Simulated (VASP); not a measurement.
# P (Fm-3m) in VASP: notebook

Runs on P. Level: PBEsol. Tasks: single point.

All numbers are computed with VASP 6.6.1; they aren't measurements. Logs are shortened: lines on timing, memory, paths and dates and some standing lists are left out, and cuts for length are marked.

## Step 1: The cell of the first run

The structure is cubic, space group Fm-3m (No. 225). Conventional cell: a = 3.221 Å, b = 3.221 Å, c = 3.221 Å, α = 90.00°, β = 90.00°, γ = 90.00°. P (site symmetry m-3m) has 12 P at 2.28 Å within 3.0 Å.

## Step 2: Single point, PBEsol (volume scaled by 0.6)

File INCAR:

```
SYSTEM = P
  PREC = Accurate
  ENCUT = 520
  EDIFF = 1E-6
  ISMEAR = -1
  SIGMA = 0.1
  LREAL = .False.
  LASPH = .True.
  NELM = 80
  ALGO = Normal
  ISIF = 2
  LWAVE = .False.
  LCHARG = .False.
  GGA = PS
  NBANDS = 8
```

File KPOINTS:

```
regular mesh
0
Gamma
  17 17 17
  0 0 0
```

File POSCAR:

```
P
1.0
    0.0000000000      1.6107002642      1.6107002642
    1.6107002642      0.0000000000      1.6107002642
    1.6107002642      1.6107002642      0.0000000000
P
1
Direct
    0.0000000000      0.0000000000      0.0000000000
```

Potentials or basis: VASP PAW PBE potentials, release 64 (P).

Command:

```sh
> cat potpaw_PBE.64/P/POTCAR > POTCAR
> mpirun -np 1 vasp_std > vasp.out
```

OUTCAR:

```text
SYSTEM = P
   PREC = Accurate
   ENCUT = 520
   EDIFF = 1E-6
   ISMEAR = -1
   LREAL = .False.
   LASPH = .True.
   NELM = 80
   ISIF = 2
   GGA = PS

 ion  position               nearest neighbor table
   1  0.000  0.000  0.000-

  LATTYP: Found a face centered cubic cell.
 ALAT       =     3.2214005284

  Lattice vectors:

 A1 = (   0.0000000000,   1.6107002642,   1.6107002642)
 A2 = (   1.6107002642,   0.0000000000,   1.6107002642)
 A3 = (   1.6107002642,   1.6107002642,   0.0000000000)

Analysis of symmetry for initial positions (statically):
=====================================================================
 Subroutine PRICEL returns:
 Original cell was already a primitive cell.

 Routine SETGRP: Setting up the symmetry group for a
 face centered cubic supercell.

 Subroutine GETGRP returns: Found 48 space group operations
 (whereof 48 operations were pure point group operations)
 out of a pool of 48 trial point group operations.

The static configuration has the point symmetry O_h .

Analysis of symmetry for dynamics (positions and initial velocities):
=====================================================================
 Subroutine PRICEL returns:
 Original cell was already a primitive cell.

 Routine SETGRP: Setting up the symmetry group for a
 face centered cubic supercell.

 Subroutine GETGRP returns: Found 48 space group operations
 (whereof 48 operations were pure point group operations)
 out of a pool of 48 trial point group operations.

The dynamic configuration has the point symmetry O_h .

 Subroutine INISYM returns: Found 48 space group operations
 (whereof 48 operations are pure point group operations),
 and found     1 'primitive' translations

----------------------------------------------------------------------------------------

                                     Primitive cell

  volume of cell :       8.3575

  direct lattice vectors                    reciprocal lattice vectors
     0.000000000  1.610700264  1.610700264    -0.310423988  0.310423988  0.310423988
     1.610700264  0.000000000  1.610700264     0.310423988 -0.310423988  0.310423988
     1.610700264  1.610700264  0.000000000     0.310423988  0.310423988 -0.310423988

  length of vectors
     2.277874159  2.277874159  2.277874159     0.537670120  0.537670120  0.537670120

  position of ions in fractional coordinates (direct lattice)
     0.000000000  0.000000000  0.000000000

  ion indices of the primitive-cell ions
   primitive index   ion index
                 1           1

----------------------------------------------------------------------------------------

 KPOINTS: regular mesh

Automatic generation of k-mesh.
 Grid dimensions read from file:
 generate k-points for:   17   17   17

 Generating k-lattice:

  Cartesian coordinates                     Fractional coordinates (reciprocal lattice)
    -0.018260235  0.018260235  0.018260235     0.058823529  0.000000000  0.000000000
     0.018260235 -0.018260235  0.018260235     0.000000000  0.058823529  0.000000000
     0.018260235  0.018260235 -0.018260235     0.000000000  0.000000000  0.058823529

  Length of vectors
     0.031627654  0.031627654  0.031627654

  Shift w.r.t. Gamma in fractional coordinates (k-lattice)
     0.000000000  0.000000000  0.000000000

 Subroutine IBZKPT returns following result:
 ===========================================

 Found    165 irreducible k-points:

 Following reciprocal coordinates:
            Coordinates               Weight
  0.000000  0.000000  0.000000      1.000000
  0.058824  0.000000  0.000000      8.000000
  0.117647  0.000000  0.000000      8.000000
  0.176471  0.000000  0.000000      8.000000
  0.235294  0.000000  0.000000      8.000000
  0.294118  0.000000  0.000000      8.000000
[... 16 lines left out ...]
 -0.176471  0.058824  0.000000     24.000000
 -0.117647  0.058824  0.000000     24.000000
 [... further k-points ...]
   k-points           NKPTS =    165   k-points in BZ     NKDIM =    165   number of bands    NBANDS=      8
   number of dos      NEDOS =    301   number of ions     NIONS =      1
   total plane-waves  NPLWV =   5832
   dimension x,y,z NGX =    18 NGY =   18 NGZ =   18
   dimension x,y,z NGXF=    36 NGYF=   36 NGZF=   36
   ions per type =               1
   NGX,Y,Z   is equivalent  to a cutoff of  13.14, 13.14, 13.14 a.u.
   NGXF,Y,Z  is equivalent  to a cutoff of  26.27, 26.27, 26.27 a.u.
 SYSTEM =  P
   PREC   = accura    normal or accurate (medium, high low for compatibility)
   ISTART =      0    job   : 0-new  1-cont  2-samecut
   ICHARG =      2    charge: 1-file 2-atom 10-const
   ISPIN  =      1    spin polarized calculation?
   LNONCOLLINEAR =      F non collinear calculations
   LSORBIT =      F    spin-orbit coupling
   LASPH  =      T    aspherical Exc in radial PAW
   ENCUT  =  520.0 eV  38.22 Ry    6.18 a.u.   4.24  4.24  4.24*2*pi/ulx,y,z
   NELM   =     80;   NELMIN=  2; NELMDL= -5     # of ELM steps
   EDIFF  = 0.1E-05   stopping-criterion for ELM
   LREAL  =      F    real-space projection
   EDIFFG = 0.1E-04   stopping-criterion for IOM
   NSW    =      0    number of steps for IOM
   IBRION =     -1    ionic relax: 0-MD 1-quasi-New 2-CG
   NFREE  =      0    steps in history (QN), initial steepest desc. (CG)
   ISIF   =      2    stress and relaxation
   ISYM   =      2    0-nonsym 1-usesym 2-fastsym
   POTIM  = 0.5000    time-step for ionic-motion
   TEBEG  =    0.0;   TEEND  =   0.0 temperature during run
   PSTRESS=    0.0 pullay stress
   NELECT =       5.0000    total number of electrons
   NUPDOWN=      -1.0000    fix difference up-down
   EMIN   =  10.00;   EMAX   =-10.00  energy-range for DOS
   EFERMI =   0.00;   METHOD = LEGACY
   ISMEAR =    -1;   SIGMA  =   0.10  broadening in eV -4-tet -1-fermi 0-gaus
   EFERMI_NEDOS =   21; number of points for ismear=-14 and -15
   IALGO  =     38    algorithm
   IMIX   =      4    mixing-type and parameters
     AMIX     =   0.40;   BMIX     =  1.00
     AMIX_MAG =   1.60;   BMIX_MAG =  1.00
  volume/ion in A,a.u.               =       8.36        56.40
  Fermi-wavevector in a.u.,A,eV,Ry     =   1.379453  2.606787 25.890382  1.902889
  Thomas-Fermi vector in A             =   2.504421
   LORBIT       =      0    0 simple, 1 ext, 2 COOP (PROOUT), +10 PAW based schemes
   GGA     = PS    functional components
   LHFCALC =     F    Hartree Fock is set to
   AEXX    =    0.0000 exact exchange contribution
   IVDW    =     0    specifies the selected vdW correction
   LEPSILON=     F    determine dielectric tensor
   LRPA    =     F    only Hartree local field effects (RPA)
 non-spin polarized calculation
  energy-cutoff  :      520.00
  volume of cell :        8.36
 maximum number of plane-waves:       238
 NGX is ok and might be reduce to    18
   NGX =  9   NGY =  9   NGZ =  9

 number of electron       5.0000000 magnetization

 Free energy of the ion-electron system (eV)
  ---------------------------------------------------
  ext. energy  EPLUGINS =         0.00000000
  ---------------------------------------------------
  free energy    TOTEN  =        -3.40035398 eV

  energy without entropy =       -3.39162771  energy(sigma->0) =       -3.39599085

 E-fermi :  19.6507     XC(G=0): -14.0594

 val. band max:       19.6105501483   @ k =   0.4118   0.3529   0.0000
 cond. band min:      19.7216595356   @ k =  -0.4118   0.2353   0.0588
 fundamental gap:      0.1111093873
 Fermi energy:        19.6506551144

 k-point     1 :       0.0000    0.0000    0.0000
  band No.  band energies     occupation
      1      -3.9241      2.00000
      2      32.3644      0.00000
      3      32.3644      0.00000
      4      32.3644      0.00000
      5      33.1735      0.00000
      6      33.1735      0.00000
      7      33.1735      0.00000
      8      40.1594      0.00000

 k-point     2 :       0.0588    0.0000    0.0000
  band No.  band energies     occupation
      1      -3.7812      2.00000
      2      29.5496      0.00000
      3      31.4758      0.00000
      4      31.4758      0.00000
      5      34.2575      0.00000
      6      34.2575      0.00000
      7      34.7939      0.00000
      8      41.3598      0.00000

 k-point     3 :       0.1176    0.0000    0.0000
  band No.  band energies     occupation
      1      -3.3528      2.00000
      2      26.0102      0.00000
      3      30.4992      0.00000
      4      30.4992      0.00000
      5      35.4070      0.00000
      6      35.7141      0.00000
      7      35.7141      0.00000
      8      40.2755      0.00000

 k-point     4 :       0.1765    0.0000    0.0000
  band No.  band energies     occupation
      1      -2.6407      2.00000
      2      22.4610      0.00000
      3      29.7395      0.00000
      4      29.7395      0.00000
      5      35.4791      0.00000
      6      36.4314      0.00000
      7      36.4314      0.00000
      8      39.6891      0.00000

 k-point     5 :       0.2353    0.0000    0.0000
  band No.  band energies     occupation
      1      -1.6478      2.00000
      2      19.0364      1.99571
      3      29.2124      0.00000
      4      29.2124      0.00000
      5      35.4332      0.00000
      6      35.4332      0.00000
      7      35.4476      0.00000
      8      41.1272      0.00000
[... 177 lines left out ...]
 k-point    22 :      -0.2353    0.0588    0.0000
  band No.  band energies     occupation
      1      -1.1295      2.00000
      2      18.0340      2.00000
      3      26.5659      0.00000
      4      30.8184      0.00000
      5      33.5243      0.00000
      6      35.7363      0.00000
      7      36.2259      0.00000
      8      40.0963      0.00000

 k-point    23 :      -0.1765    0.0588    0.0000
  band No.  band energies     occupation
      1      -2.2146      2.00000
      2      21.3855      0.00000
      3      27.0104      0.00000
      4      31.3578      0.00000
      5      34.7296      0.00000
      6      36.1423      0.00000
      7      37.2010      0.00000
      8      38.2640      0.00000

 k-point    24 :      -0.1176    0.0588    0.0000
  band No.  band energies     occupation
      1      -3.0202      2.00000
      2      24.8576      0.00000
      3      27.7065      0.00000
      4      32.0751      0.00000
      5      34.4945      0.00000
      6      35.9824      0.00000
      7      37.5178      0.00000
      8      38.3445      0.00000

 [... further k-points ...]
[... 5 lines left out ...]
  --------------------------------------------------------------------------------------
  -------------------------------------------------------------------------------------
  Total        7.4316299      7.4316299      7.4316299     -0.0000000     -0.0000000      0.0000000
  in kB     1424.6903006   1424.6903006   1424.6903006     -0.0000000     -0.0000000      0.0000000
  external PRESSURE =    1424.6903006 kB  Pullay stress =       0.0000000 kB

 VOLUME and BASIS-vectors are now :
 -----------------------------------------------------------------------------
  energy-cutoff  :      520.00
  volume of cell :        8.36
      direct lattice vectors                 reciprocal lattice vectors
     0.000000000  1.610700264  1.610700264    -0.310423988  0.310423988  0.310423988
     1.610700264  0.000000000  1.610700264     0.310423988 -0.310423988  0.310423988
     1.610700264  1.610700264  0.000000000     0.310423988  0.310423988 -0.310423988

 POSITION                                       TOTAL-FORCE (eV/Angst)
 -----------------------------------------------------------------------------------
      0.00000      0.00000      0.00000        -0.000000     -0.000000      0.000000
 -----------------------------------------------------------------------------------
    total drift:                               -0.000000      0.000000     -0.000000

  FREE ENERGIE OF THE ION-ELECTRON SYSTEM (eV)
  ---------------------------------------------------
  free  energy   TOTEN  =        -3.4003539849 eV

  energy  without entropy=       -3.3916277064  energy(sigma->0) =       -3.39599085
```

It took 12 s on 1 thread of AMD EPYC 7R13, shared host; peak memory 0.09 GiB.

Results:

* Free energy: -3.4004 eV
* Pressure: 142.5 GPa

Caveat: the PAW data sets were made with another functional, which shifts forces and pressure a little.

## Step 3: Single point, PBEsol (volume scaled by 0.68)

File INCAR:

```
SYSTEM = P
PREC = Accurate
ENCUT = 520
EDIFF = 1E-6
ISMEAR = -1
SIGMA = 0.1
LREAL = .FALSE.
LASPH = .TRUE.
NELM = 60
ALGO = Normal
ISIF = 2
LWAVE = .FALSE.
LCHARG = .FALSE.
GGA = PS
NBANDS = 8
```

File KPOINTS:

```
Automatic mesh
0
G
  17 17 17
  0 0 0
```

File POSCAR:

```
P
1.0
    0.0000000000      1.6793218963      1.6793218963
    1.6793218963      0.0000000000      1.6793218963
    1.6793218963      1.6793218963      0.0000000000
P
1
Direct
    0.0000000000      0.0000000000      0.0000000000
```

Potentials or basis: VASP PAW PBE potentials, release 64 (P).

Command:

```sh
> cat potpaw_PBE.64/P/POTCAR > POTCAR
> mpirun -np 1 vasp_std > vasp.out
```

It took 13 s on 1 thread of AMD EPYC 7R13, shared host; peak memory 0.09 GiB.

The run converged. Its results:

```yaml
Free_energy: -4.1785 eV
Pressure: 85.6 GPa
```

Levels at points of the mesh, in eV from the Fermi level:
```csv
k point,band 1,band 2,band 3,band 4,band 5,band 6,band 7
"(0.00, 0.00, 0.00)",-21.72,11.64,11.64,11.64,12.37,12.37,12.37
```

Caveat: the PAW data sets were made with another functional, which shifts forces and pressure a little.

## Step 4: Single point, PBEsol (volume scaled by 0.76)

File INCAR:

```
SYSTEM = P
PREC = Accurate
ENCUT = 520
EDIFF = 1E-6
ISMEAR = -1
SIGMA = 0.1
LREAL = .False.
LASPH = .True.
NELM = 80
ALGO = Normal
ISIF = 2
LWAVE = .False.
LCHARG = .True.
GGA = PS
LELF = .True.
LVHAR = .True.
NBANDS = 8
```

File KPOINTS:

```
Automatic mesh
0
Gamma
  17 17 17
  0 0 0
```

File POSCAR:

```
P
1.0
    0.0000000000      1.7427516820      1.7427516820
    1.7427516820      0.0000000000      1.7427516820
    1.7427516820      1.7427516820      0.0000000000
P
1
Direct
    0.0000000000      0.0000000000      0.0000000000
```

Command:

```sh
> cat potpaw_PBE.64/P/POTCAR > POTCAR
> mpirun -np 1 vasp_std > vasp.out
```

Wall time 16 s (1 thread of AMD EPYC 7R13, shared host); peak memory 0.09 GiB.

The run converged. Its results:

* Free energy: -4.6397 eV
* Pressure: 49.6 GPa

Levels at points of the mesh, in eV from the Fermi level:
| k point | band 1 | band 2 | band 3 | band 4 | band 5 | band 6 | band 7 |
| --- | --- | --- | --- | --- | --- | --- | --- |
| (0.00, 0.00, 0.00) | -20.18 | 10.16 | 10.16 | 10.16 | 12.10 | 12.10 | 12.10 |

Caveat: the PAW data sets were made with another functional, which shifts forces and pressure a little.

## Step 5: Single point, PBEsol (volume scaled by 0.84)

File INCAR:

```
SYSTEM = P
PREC     = Accurate       ! precision mode
ENCUT    = 520            ! plane-wave cutoff, eV
EDIFF    = 1E-6           ! SCF threshold, eV
ISMEAR   = -1             ! smearing method
SIGMA    = 0.1            ! smearing width, eV
LREAL    = .FALSE.        ! projectors in reciprocal space
LASPH    = .TRUE.         ! aspherical terms in the spheres
NELM     = 60             ! most SCF steps
ALGO     = Normal         ! electronic algorithm
ISIF     = 2              ! what is computed and relaxed
LWAVE    = .FALSE.        ! write WAVECAR
LCHARG   = .FALSE.        ! write CHGCAR
GGA      = PS             ! functional
NBANDS   = 8              ! bands
```

File KPOINTS:

```
Automatic mesh
0
G
  17 17 17
  0 0 0
```

File POSCAR:

```
P
1.0
    0.0000000000      1.8018725746      1.8018725746
    1.8018725746      0.0000000000      1.8018725746
    1.8018725746      1.8018725746      0.0000000000
P
1
Direct
    0.0000000000      0.0000000000      0.0000000000
```

Command:

```sh
> cat potpaw_PBE.64/P/POTCAR > POTCAR
> mpirun -np 1 vasp_std > vasp.out
```

Run time: 17 s. Hardware: 1 thread of AMD EPYC 7R13, shared host; peak memory 0.09 GiB.

Results (log left out):

```
Free energy : -4.8976 eV
Pressure    : 26.1 GPa
```

Levels at points of the mesh, in eV from the Fermi level:
| k point | band 1 | band 2 | band 3 | band 4 | band 5 | band 6 | band 7 |
| --- | --- | --- | --- | --- | --- | --- | --- |
| (0.00, 0.00, 0.00) | -18.87 | 8.98 | 8.98 | 8.98 | 11.89 | 11.89 | 11.89 |

Caveat: the PAW data sets were made with another functional, which shifts forces and pressure a little.

## Step 6: Overview

```csv
cell,gap on the mesh (eV),pressure (GPa)
"a = 2.278 Å, angles 60.0°, 1 atom",none,142.5
"a = 2.375 Å, angles 60.0°, 1 atom",none,85.6
"a = 2.465 Å, angles 60.0°, 1 atom",none,49.6
"a = 2.548 Å, angles 60.0°, 1 atom",none,26.1
```

Alike in all rows: task single point; level PBEsol; potentials or basis VASP PAW PBE potentials, release 64 (P); no spin polarisation; k mesh 17 × 17 × 17; cutoff (eV) 520; smearing fermi-dirac 0.1 eV.

Caveats: the PAW data sets were made with another functional, which shifts forces and pressure a little.

Absolute energies hang on the potentials; compare differences alone.
